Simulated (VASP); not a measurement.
Wanted: the native input for a VASP 6.6.1 run.

```
Task                   : single point
Functional             : PBEsol
Potentials or basis    : VASP PAW PBE potentials, release 64 (Be, Ge_d, O)
Cutoff                 : 520 eV
k mesh                 : 9 × 9 × 4
Occupations            : fermi-dirac, width 0.03 eV
Spin                   : no spin polarisation
Dipole correction      : no
Further INCAR settings : ALGO = Normal; EDIFF = 1e-06; NBANDS = 33
```

The structure of BeGe2O3 lies in POSCAR:

```
BeGe2O3
1.0
    2.9057276125      0.0000000000      0.0000000000
   -1.4528638063      2.5164339289      0.0000000000
    0.0000000000      0.0000000000      8.2863633792
Be Ge O
1 2 3
Direct
    0.0000000000      0.0000000000      0.0000000000
    0.3333333333      0.6666666667      0.6870184990
    0.6666666667      0.3333333333      0.3129815010
    0.3333333333      0.6666666667      0.1147569914
    0.6666666667      0.3333333333      0.8852430086
    0.0000000000      0.0000000000      0.5000000000
```

The input as run:

INCAR

```
PREC     = Accurate       # precision mode
ENCUT    = 520            # plane-wave cutoff, eV
EDIFF    = 1E-6           # SCF threshold, eV
ISMEAR   = -1             # smearing method
SIGMA    = 0.03           # smearing width, eV
LREAL    = F              # projectors in reciprocal space
LASPH    = T              # aspherical terms in the spheres
NELM     = 80             # most SCF steps
ALGO     = Normal         # electronic algorithm
ISIF     = 2              # what is computed and relaxed
LWAVE    = F              # write WAVECAR
LCHARG   = F              # write CHGCAR
GGA      = PS             # functional
NBANDS   = 33             # bands
```

KPOINTS

```
Automatic mesh
0
Gamma
  9 9 4
```

Potentials or basis: VASP PAW PBE potentials, release 64 (Be, Ge_d, O).

Launch:

```sh
$ cat potpaw_PBE.64/Be/POTCAR potpaw_PBE.64/Ge_d/POTCAR potpaw_PBE.64/O/POTCAR > POTCAR
$ mpirun -np 1 vasp_std > vasp.out
```

Results of the run:

```yaml
Pressure: 0.3 GPa
Band_gap_on_the_k_mesh: zero (band 24 reaches 7.53 eV, above the bottom of band 25 at 6.37 eV)
```

Caveat: the PAW data sets were made with another functional, which shifts forces and pressure a little.

Wall time 100 s on 1 thread of Intel(R) Xeon(R) Platinum 8124M CPU @ 3.00GHz (Skylake/Cascade Lake), on a shared host, peak memory 0.22 GiB.
